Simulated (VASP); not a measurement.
# KI (Cmmm) in VASP: a series of runs, part 2 of 2

VASP 6.6.1. Earlier steps stand in the parts before.

### 3 Single point, HSE06 (shear xy strain +3.8%)

The input, POSCAR:

```
KI
1.0
    4.2909401558      0.0815278630      0.0000000000
    0.0815278630      4.2909401558      0.0000000000
    0.0000000000      0.0000000000      4.2909401558
K I
1 1
Direct
    0.0000000000      0.0000000000      0.0000000000
    0.5000000000      0.5000000000      0.5000000000
```

The input, INCAR.step1:

```
SYSTEM = KI
ALGO = Normal
EDIFF = 1E-5
ENCUT = 520
GGA = PE
ISIF = 2
ISMEAR = 0
LASPH = .True.
LREAL = .False.
LWAVE = .True.
NBANDS = 15
NELM = 100
PREC = Accurate
SIGMA = 0.01
```

The input, INCAR.step2:

```
SYSTEM = KI
ALGO = Normal
EDIFF = 1E-7
ENCUT = 520
GGA = PE
HFSCREEN = 0.2079
ISIF = 2
ISMEAR = 0
ISTART = 1
LASPH = .True.
LCHARG = .True.
LELF = .True.
LHFCALC = .True.
LREAL = .False.
LVHAR = .True.
LWAVE = .False.
NBANDS = 15
NELM = 100
PREC = Accurate
PRECFOCK = Normal
SIGMA = 0.01
```

The input, KPOINTS:

```
k-points
0
Gamma
  4 4 4
  0 0 0
```

Potentials or basis: VASP PAW PBE potentials, release 64 (K_sv, I).

Command:

```console
$ cat potpaw_PBE.64/K_sv/POTCAR potpaw_PBE.64/I/POTCAR > POTCAR
$ cp INCAR.step1 INCAR
$ mpirun -np 1 vasp_std > vasp.out
$ cp INCAR.step2 INCAR
$ mpirun -np 1 vasp_std > vasp.out
```

OUTCAR:

```text
SYSTEM = KI
   EDIFF = 1E-7
   ENCUT = 520
   GGA = PE
   HFSCREEN = 0.2079
   ISIF = 2
   ISMEAR = 0
   ISTART = 1
   LASPH = .True.
   LHFCALC = .True.
   LREAL = .False.
   NELM = 100
   PREC = Accurate
   PRECFOCK = Normal

 ion  position               nearest neighbor table
   1  0.000  0.000  0.000-   2 3.67   2 3.67   2 3.67   2 3.67
   2  0.500  0.500  0.500-   1 3.67   1 3.67   1 3.67   1 3.67

  LATTYP: Found a base centered orthorhombic cell.
 ALAT       =     5.9530079541
 B/A-ratio  =     1.0387359837
 C/A-ratio  =     0.7208020196

  Lattice vectors:

 A1 = (  -0.0815278630,  -4.2909401558,   0.0000000000)
 A2 = (   4.2909401558,   0.0815278630,   0.0000000000)
 A3 = (   0.0000000000,   0.0000000000,   4.2909401558)

Analysis of symmetry for initial positions (statically):
=====================================================================
 Subroutine PRICEL returns:
 Original cell was already a primitive cell.

 Routine SETGRP: Setting up the symmetry group for a
 base centered orthorhombic supercell.

 Subroutine GETGRP returns: Found  8 space group operations
 (whereof  8 operations were pure point group operations)
 out of a pool of  8 trial point group operations.

The static configuration has the point symmetry D_2h.

Analysis of symmetry for dynamics (positions and initial velocities):
=====================================================================
 Subroutine PRICEL returns:
 Original cell was already a primitive cell.

 Routine SETGRP: Setting up the symmetry group for a
 base centered orthorhombic supercell.

 Subroutine GETGRP returns: Found  8 space group operations
 (whereof  8 operations were pure point group operations)
 out of a pool of  8 trial point group operations.

The dynamic configuration has the point symmetry D_2h.

 Subroutine INISYM returns: Found  8 space group operations
 (whereof  8 operations are pure point group operations),
 and found     1 'primitive' translations

----------------------------------------------------------------------------------------

                                     Primitive cell

  volume of cell :      78.9770

  direct lattice vectors                    reciprocal lattice vectors
     4.290940156  0.081527863  0.000000000     0.233133321 -0.004429533  0.000000000
     0.081527863  4.290940156  0.000000000    -0.004429533  0.233133321  0.000000000
     0.000000000  0.000000000  4.290940156     0.000000000  0.000000000  0.233049160

  length of vectors
     4.291714601  4.291714601  4.290940156     0.233175398  0.233175398  0.233049160

  position of ions in fractional coordinates (direct lattice)
     0.000000000  0.000000000  0.000000000
     0.500000000  0.500000000  0.500000000

  ion indices of the primitive-cell ions
   primitive index   ion index
                 1           1
                 2           2

----------------------------------------------------------------------------------------

 KPOINTS: k-points

[... 48 lines left out ...]
   dimension x,y,z NGX =    32 NGY =   32 NGZ =   32
   dimension x,y,z NGXF=    64 NGYF=   64 NGZF=   64
   ions per type =               1   1
   NGX,Y,Z   is equivalent  to a cutoff of  12.40, 12.40, 12.40 a.u.
   NGXF,Y,Z  is equivalent  to a cutoff of  24.79, 24.79, 24.80 a.u.
 SYSTEM =  KI
   PREC   = accura    normal or accurate (medium, high low for compatibility)
   ISTART =      1    job   : 0-new  1-cont  2-samecut
   ICHARG =      0    charge: 1-file 2-atom 10-const
   ISPIN  =      1    spin polarized calculation?
   LNONCOLLINEAR =      F non collinear calculations
   LSORBIT =      F    spin-orbit coupling
   LASPH  =      T    aspherical Exc in radial PAW
   ENCUT  =  520.0 eV  38.22 Ry    6.18 a.u.   7.98  7.98  7.98*2*pi/ulx,y,z
   NELM   =    100;   NELMIN=  2; NELMDL=  0     # of ELM steps
   EDIFF  = 0.1E-06   stopping-criterion for ELM
   LREAL  =      F    real-space projection
   EDIFFG = 0.1E-05   stopping-criterion for IOM
   NSW    =      0    number of steps for IOM
   IBRION =     -1    ionic relax: 0-MD 1-quasi-New 2-CG
   NFREE  =      0    steps in history (QN), initial steepest desc. (CG)
   ISIF   =      2    stress and relaxation
   ISYM   =      3    0-nonsym 1-usesym 2-fastsym
   POTIM  = 0.5000    time-step for ionic-motion
   TEBEG  =    0.0;   TEEND  =   0.0 temperature during run
   PSTRESS=    0.0 pullay stress
   NELECT =      16.0000    total number of electrons
   NUPDOWN=      -1.0000    fix difference up-down
   EMIN   =  10.00;   EMAX   =-10.00  energy-range for DOS
   EFERMI =   0.00;   METHOD = LEGACY
   ISMEAR =     0;   SIGMA  =   0.01  broadening in eV -4-tet -1-fermi 0-gaus
   EFERMI_NEDOS =   21; number of points for ismear=-14 and -15
   IALGO  =     38    algorithm
   IMIX   =      1    mixing-type and parameters
     AMIX     =   0.40;   BMIX     =  1.00
     AMIX_MAG =   1.60;   BMIX_MAG =  1.00
  volume/ion in A,a.u.               =      39.49       266.48
  Fermi-wavevector in a.u.,A,eV,Ry     =   0.961497  1.816966 12.578268  0.924477
  Thomas-Fermi vector in A             =   2.090874
   LORBIT       =      0    0 simple, 1 ext, 2 COOP (PROOUT), +10 PAW based schemes
   GGA     = PE    functional components
   LHFCALC =     T    Hartree Fock is set to
   PRECFOCK=normal    Normal, Fast or Accurate (Low or Medium for compatibility)
   ENCUT4O =  -1.0   cutoff for four orbital integrals eV
   NKREDX  =     1    reduce k-point grid by
   NKREDY  =     1    reduce k-point grid by
   NKREDZ  =     1    reduce k-point grid by
   AEXX    =    0.2500 exact exchange contribution
   HFSCREEN=    0.2079 screening length (either q_TF or 0.3 A-1)
   HFSCREENC=   0.2079 screening length for correlation (either q_TF or 0.3 A-1)
   ENCUTFOCK=  -1.0 apply spherical cutoff to Coloumb kernel
   IVDW    =     0    specifies the selected vdW correction
   LEPSILON=     F    determine dielectric tensor
   LRPA    =     F    only Hartree local field effects (RPA)
 non-spin polarized calculation
 Gauss-broadening in eV      SIGMA  =   0.01
  energy-cutoff  :      520.00
  volume of cell :       78.98
 maximum number of plane-waves:      2148
  NGX = 24; NGY = 24; NGZ = 24

 number of electron      16.0000003 magnetization

 Free energy of the ion-electron system (eV)
  ---------------------------------------------------
  ext. energy  EPLUGINS =         0.00000000
  ---------------------------------------------------
  free energy    TOTEN  =        -6.25489402 eV

  energy without entropy =       -6.25489402  energy(sigma->0) =       -6.25489402

 E-fermi :   0.2890     XC(G=0):  -6.4654

 val. band max:        0.2107983151   @ k =   0.5000   0.5000   0.0000
 cond. band min:       4.5135437949   @ k =   0.0000   0.0000   0.0000
 fundamental gap:      4.3027454799
 Fermi energy:         0.2889745292

 k-point     1 :       0.0000    0.0000    0.0000
  band No.  band energies     occupation
      1     -31.5617      2.00000
      2     -13.6609      2.00000
      3     -13.6603      2.00000
      4     -13.6602      2.00000
      5     -11.8984      2.00000
      6      -0.2150      2.00000
      7      -0.1797      2.00000
      8      -0.1413      2.00000
      9       4.5135      0.00000
     10       5.9972      0.00000
     11       6.0066      0.00000
     12       9.9057      0.00000
     13       9.9949      0.00000
     14      10.1516      0.00000
[... 347 lines left out ...]
      2     -13.7282      2.00000
      3     -13.7242      2.00000
      4     -13.7182      2.00000
      5     -11.3078      2.00000
      6      -1.5834      2.00000
      7      -1.5686      2.00000
      8      -1.5475      2.00000
      9       6.6704      0.00000
     10       6.8160      0.00000
     11       6.9601      0.00000
     12      10.3929      0.00000
     13      10.4742      0.00000
     14      10.6968      0.00000
     15      10.7091      0.00000

------------------------ aborting loop because EDIFF is reached ----------------------------------------

  FORCE on cell =-STRESS in cart. coord.  units (eV):
  Direction    XX          YY          ZZ          XY          YZ          ZX
  --------------------------------------------------------------------------------------
  -------------------------------------------------------------------------------------
  Total        0.1598237      0.1598237      0.1622344     -0.0594170      0.0000000      0.0000000
  in kB        3.2422858      3.2422858      3.2911899     -1.2053707      0.0000000      0.0000000
  external PRESSURE =       3.2585872 kB  Pullay stress =       0.0000000 kB

 VOLUME and BASIS-vectors are now :
 -----------------------------------------------------------------------------
  energy-cutoff  :      520.00
  volume of cell :       78.98
      direct lattice vectors                 reciprocal lattice vectors
     4.290940156  0.081527863  0.000000000     0.233133321 -0.004429533  0.000000000
     0.081527863  4.290940156  0.000000000    -0.004429533  0.233133321  0.000000000
     0.000000000  0.000000000  4.290940156     0.000000000  0.000000000  0.233049160

 POSITION                                       TOTAL-FORCE (eV/Angst)
 -----------------------------------------------------------------------------------
      0.00000      0.00000      0.00000         0.000000      0.000000      0.000000
      2.18623      2.18623      2.14547        -0.000000      0.000000      0.000000
 -----------------------------------------------------------------------------------
    total drift:                                0.000000      0.000000     -0.000000

  FREE ENERGIE OF THE ION-ELECTRON SYSTEM (eV)
  ---------------------------------------------------
  free  energy   TOTEN  =        -6.2548940196 eV

  energy  without entropy=       -6.2548940196  energy(sigma->0) =       -6.25489402
```

Wall time 13 min (1 thread of Oxide Virtual Turin-like, shared host); peak memory 0.28 GiB.

Results:

| Item | Value |
| --- | --- |
| Free energy | -6.2549 eV |
| Pressure | 0.3 GPa |
| Band gap on the k mesh | 4.30 eV, indirect (least direct gap 4.65 eV) |

Stress tensor (GPa, compression positive):
```
 0.32 -0.12  0.00
-0.12  0.32  0.00
 0.00  0.00  0.33
```

Caveat: the cell differs from its parent crystal (shear xy strain +3.8%); the PAW data sets were made with another functional, which shifts forces and pressure a little; spin-orbit coupling is left out, which moves the levels of the heavy elements. A k mesh can miss the band edges.
